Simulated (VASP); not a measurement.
# TaSiF (P4/mmm) in VASP: notebook, part 2 of 3

VASP 6.6.1. Earlier steps stand in the parts before.

## 4. Relaxation of cell and atoms, PBE

File INCAR:

```
SYSTEM = TaSiF
  PREC = Accurate
  ENCUT = 600
  EDIFF = 1E-7
  ISMEAR = 0
  SIGMA = 0.1
  LREAL = .False.
  LASPH = .True.
  NELM = 80
  ALGO = Normal
  ISIF = 3
  LWAVE = .False.
  LCHARG = .False.
  GGA = PE
  IBRION = 2
  NSW = 90
  EDIFFG = -0.04
```

File KPOINTS:

```
regular mesh
0
Gamma
  6 6 4
  0 0 0
```

File POSCAR:

```
TaSiF
1.0
    3.3115206000      0.0000000000      0.0000000000
    0.0000000000      3.3115206000      0.0000000000
    0.0000000000      0.0000000000      4.3045210900
Ta Si F
1 1 1
Direct
    0.0000000000      0.0000000000      0.5000000000
    0.5000000000      0.5000000000      0.5000000000
    0.0000000000      0.0000000000      0.0000000000
```

Potentials or basis: VASP PAW PBE potentials, release 64 (Ta_pv, Si, F).

Run with:

```sh
> cat potpaw_PBE.64/Ta_pv/POTCAR potpaw_PBE.64/Si/POTCAR potpaw_PBE.64/F/POTCAR > POTCAR
> mpirun -np 1 vasp_std > vasp.out
```

OUTCAR:

```text
SYSTEM = TaSiF
   PREC = Accurate
   ENCUT = 600
   EDIFF = 1E-7
   ISMEAR = 0
   LREAL = .False.
   LASPH = .True.
   NELM = 80
   ISIF = 3
   GGA = PE
   IBRION = 2
   NSW = 90
   EDIFFG = -0.04

 ion  position               nearest neighbor table
   1  0.000  0.000  0.500-   3 2.15   3 2.15   2 2.34   2 2.34   2 2.34   2 2.34
   2  0.500  0.500  0.500-   1 2.34   1 2.34   1 2.34   1 2.34
   3  0.000  0.000  0.000-   1 2.15   1 2.15

  LATTYP: Found a simple tetragonal cell.
 ALAT       =     3.3115206000
 C/A-ratio  =     1.2998623925

  Lattice vectors:

 A1 = (   3.3115206000,   0.0000000000,   0.0000000000)
 A2 = (   0.0000000000,   3.3115206000,   0.0000000000)
 A3 = (   0.0000000000,   0.0000000000,   4.3045210900)

Analysis of symmetry for initial positions (statically):
=====================================================================
 Subroutine PRICEL returns:
 Original cell was already a primitive cell.

 Routine SETGRP: Setting up the symmetry group for a
 simple tetragonal supercell.

 Subroutine GETGRP returns: Found 16 space group operations
 (whereof 16 operations were pure point group operations)
 out of a pool of 16 trial point group operations.

The static configuration has the point symmetry D_4h.

Analysis of symmetry for dynamics (positions and initial velocities):
=====================================================================
 Subroutine PRICEL returns:
 Original cell was already a primitive cell.

 Routine SETGRP: Setting up the symmetry group for a
 simple tetragonal supercell.

 Subroutine GETGRP returns: Found 16 space group operations
 (whereof 16 operations were pure point group operations)
 out of a pool of 16 trial point group operations.

The dynamic configuration has the point symmetry D_4h.

 Subroutine INISYM returns: Found 16 space group operations
 (whereof 16 operations are pure point group operations),
 and found     1 'primitive' translations

----------------------------------------------------------------------------------------

                                     Primitive cell

  volume of cell :      47.2041

  direct lattice vectors                    reciprocal lattice vectors
     3.311520600  0.000000000  0.000000000     0.301976077  0.000000000  0.000000000
     0.000000000  3.311520600  0.000000000     0.000000000  0.301976077  0.000000000
     0.000000000  0.000000000  4.304521090     0.000000000  0.000000000  0.232313881

  length of vectors
     3.311520600  3.311520600  4.304521090     0.301976077  0.301976077  0.232313881

  position of ions in fractional coordinates (direct lattice)
     0.000000000  0.000000000  0.500000000
     0.500000000  0.500000000  0.500000000
     0.000000000  0.000000000  0.000000000

  ion indices of the primitive-cell ions
   primitive index   ion index
                 1           1
                 2           2
                 3           3

----------------------------------------------------------------------------------------

 KPOINTS: regular mesh

Automatic generation of k-mesh.
 Grid dimensions read from file:
 generate k-points for:    6    6    4

 Generating k-lattice:

  Cartesian coordinates                     Fractional coordinates (reciprocal lattice)
     0.050329346  0.000000000  0.000000000     0.166666667  0.000000000  0.000000000
     0.000000000  0.050329346  0.000000000     0.000000000  0.166666667  0.000000000
     0.000000000  0.000000000  0.058078470     0.000000000  0.000000000  0.250000000

  Length of vectors
     0.050329346  0.050329346  0.058078470

  Shift w.r.t. Gamma in fractional coordinates (k-lattice)
     0.000000000  0.000000000  0.000000000

 Subroutine IBZKPT returns following result:
 ===========================================

 Found     30 irreducible k-points:

 Following reciprocal coordinates:
            Coordinates               Weight
  0.000000  0.000000  0.000000      1.000000
  0.166667  0.000000  0.000000      4.000000
  0.333333  0.000000  0.000000      4.000000
  0.500000  0.000000  0.000000      2.000000
  0.166667  0.166667  0.000000      4.000000
  0.333333  0.166667  0.000000      8.000000
[... 16 lines left out ...]
  0.333333  0.000000  0.500000      4.000000
  0.500000  0.000000  0.500000      2.000000
 [... further k-points ...]
   k-points           NKPTS =     30   k-points in BZ     NKDIM =     30   number of bands    NBANDS=     15
   number of dos      NEDOS =    301   number of ions     NIONS =      3
   total plane-waves  NPLWV =  28224
   dimension x,y,z NGX =    28 NGY =   28 NGZ =   36
   dimension x,y,z NGXF=    56 NGYF=   56 NGZF=   72
   ions per type =               1   1   1
   NGX,Y,Z   is equivalent  to a cutoff of  14.06, 14.06, 13.90 a.u.
   NGXF,Y,Z  is equivalent  to a cutoff of  28.11, 28.11, 27.81 a.u.
 SYSTEM =  TaSiF
   PREC   = accura    normal or accurate (medium, high low for compatibility)
   ISTART =      0    job   : 0-new  1-cont  2-samecut
   ICHARG =      2    charge: 1-file 2-atom 10-const
   ISPIN  =      1    spin polarized calculation?
   LNONCOLLINEAR =      F non collinear calculations
   LSORBIT =      F    spin-orbit coupling
   LASPH  =      T    aspherical Exc in radial PAW
   ENCUT  =  600.0 eV  44.10 Ry    6.64 a.u.   6.61  6.61  8.60*2*pi/ulx,y,z
   NELM   =     80;   NELMIN=  2; NELMDL= -5     # of ELM steps
   EDIFF  = 0.1E-06   stopping-criterion for ELM
   LREAL  =      F    real-space projection
   EDIFFG = -.4E-01   stopping-criterion for IOM
   NSW    =     90    number of steps for IOM
   IBRION =      2    ionic relax: 0-MD 1-quasi-New 2-CG
   NFREE  =      1    steps in history (QN), initial steepest desc. (CG)
   ISIF   =      3    stress and relaxation
   ISYM   =      2    0-nonsym 1-usesym 2-fastsym
   POTIM  = 0.5000    time-step for ionic-motion
   TEBEG  =    0.0;   TEEND  =   0.0 temperature during run
   PSTRESS=    0.0 pullay stress
   NELECT =      22.0000    total number of electrons
   NUPDOWN=      -1.0000    fix difference up-down
   EMIN   =  10.00;   EMAX   =-10.00  energy-range for DOS
   EFERMI =   0.00;   METHOD = LEGACY
   ISMEAR =     0;   SIGMA  =   0.10  broadening in eV -4-tet -1-fermi 0-gaus
   EFERMI_NEDOS =   21; number of points for ismear=-14 and -15
   IALGO  =     38    algorithm
   IMIX   =      4    mixing-type and parameters
     AMIX     =   0.40;   BMIX     =  1.00
     AMIX_MAG =   1.60;   BMIX_MAG =  1.00
  volume/ion in A,a.u.               =      15.73       106.18
  Fermi-wavevector in a.u.,A,eV,Ry     =   1.269275  2.398582 21.919797  1.611060
  Thomas-Fermi vector in A             =   2.402325
   LORBIT       =      0    0 simple, 1 ext, 2 COOP (PROOUT), +10 PAW based schemes
   GGA     = PE    functional components
   LHFCALC =     F    Hartree Fock is set to
   AEXX    =    0.0000 exact exchange contribution
   IVDW    =     0    specifies the selected vdW correction
   LEPSILON=     F    determine dielectric tensor
   LRPA    =     F    only Hartree local field effects (RPA)
 conjugate gradient relaxation of ions
 non-spin polarized calculation
 Gauss-broadening in eV      SIGMA  =   0.10
  energy-cutoff  :      600.00
  volume of cell :       47.20
 maximum number of plane-waves:      1596
 NGX is ok and might be reduce to    28
   NGX = 13   NGY = 13   NGZ = 17

--------------------------------------- Ionic step        1  -------------------------------------------

 number of electron      22.0000007 magnetization

 Free energy of the ion-electron system (eV)
  ---------------------------------------------------
  ext. energy  EPLUGINS =         0.00000000
  ---------------------------------------------------
  free energy    TOTEN  =       -21.14814057 eV

  energy without entropy =      -21.14652978  energy(sigma->0) =      -21.14733517

------------------------ aborting loop because EDIFF is reached ----------------------------------------

  FORCE on cell =-STRESS in cart. coord.  units (eV):
  Direction    XX          YY          ZZ          XY          YZ          ZX
  --------------------------------------------------------------------------------------
  -------------------------------------------------------------------------------------
  Total       11.2058279     11.2058279     -2.2729627      0.0000000      0.0000000     -0.0000000
  in kB      380.3424237    380.3424237    -77.1477254      0.0000000      0.0000000     -0.0000000
  external PRESSURE =     227.8457073 kB  Pullay stress =       0.0000000 kB
[... 1089 lines left out ...]
  energy  without entropy=      -21.9758714732  energy(sigma->0) =      -21.97667035

--------------------------------------- Ionic step        7  -------------------------------------------

 number of electron      22.0000012 magnetization

 Free energy of the ion-electron system (eV)
  ---------------------------------------------------
  ext. energy  EPLUGINS =         0.00000000
  ---------------------------------------------------
  free energy    TOTEN  =       -21.98327906 eV

  energy without entropy =      -21.98168108  energy(sigma->0) =      -21.98248007

 E-fermi :   4.0991     XC(G=0): -10.1573

 val. band max:        4.0289968763   @ k =   0.5000   0.3333   0.0000
 cond. band min:       4.3358982648   @ k =   0.0000   0.0000   0.0000
 fundamental gap:      0.3069013884
 Fermi energy:         4.0991471946

 k-point     1 :       0.0000    0.0000    0.0000
  band No.  band energies     occupation
      1     -31.3933      2.00000
      2     -30.9057      2.00000
      3     -30.9057      2.00000
      4     -21.1339      2.00000
      5      -5.2110      2.00000
      6      -2.8630      2.00000
      7      -1.7853      2.00000
      8      -1.7853      2.00000
      9       1.8591      2.00000
     10       4.3359      0.00081
     11       4.9286      0.00000
     12       5.0727      0.00000
[... 447 lines left out ...]
  FREE ENERGIE OF THE ION-ELECTRON SYSTEM (eV)
  ---------------------------------------------------
  free  energy   TOTEN  =       -21.9832790630 eV

  energy  without entropy=      -21.9816810842  energy(sigma->0) =      -21.98248007

 reached required accuracy - stopping structural energy minimisation
```

It took 1.9 min on 1 thread of Intel Xeon Platinum 8259CL at 2.50GHz (Skylake/Cascade Lake), shared host; peak memory 0.2 GiB.

Results:

| Property | Result |
| --- | --- |
| Free energy | -21.9833 eV |
| Relaxed volume | 17.64 Å³/atom |
| Relaxed cell | a = 3.572 Å, b = 3.572 Å, c = 4.148 Å, α = 90.00°, β = 90.00°, γ = 90.00° |
| Space group after relaxing (to 0.1 Å) | P4/mmm (No. 123) |
| Energy gained by relaxing | 278.4 meV/atom |
| Ionic steps | 7 |
| Pressure after relaxing | 0.1 GPa |
| Band gap on the k mesh | zero (bands 11 and 12 overlap by 1.23 eV) |

Stress tensor (GPa, compression positive):
```
0.17 0.00 0.00
0.00 0.17 0.00
0.00 0.00 0.00
```

The path:
```tsv
step	energy change (eV)	largest force (eV/Å)	pressure (GPa)	volume (Å³)
1	0.0000	0.0000	22.78	47.20
2	-0.0382	0.0000	-14.97	63.35
3	-0.8107	0.0000	-3.34	54.49
4	-0.8121	0.0000	-2.72	54.21
5	-0.8122	0.0000	-2.39	54.07
6	-0.8293	0.0000	1.51	52.39
7	-0.8351	0.0000	0.11	52.93
```

Final structure:
```xyz
3
Lattice="3.5723 0.0000 0.0000 0.0000 3.5723 0.0000 0.0000 0.0000 4.1476" Properties=species:S:1:pos:R:3 pbc="T T T"
Ta    0.0000    0.0000    2.0738
Si    1.7862    1.7862    2.0738
F     0.0000    0.0000    0.0000
```

Caveat: the k points lie up to 0.38 Å⁻¹ apart in the final cell, too coarse for converged energies and pressures of a metal; spin-orbit coupling is left out, which moves the levels of the heavy elements.

[end of part 2 of 3]

The gap in the log of VASP goes by the Fermi energy; the results here count the filled bands.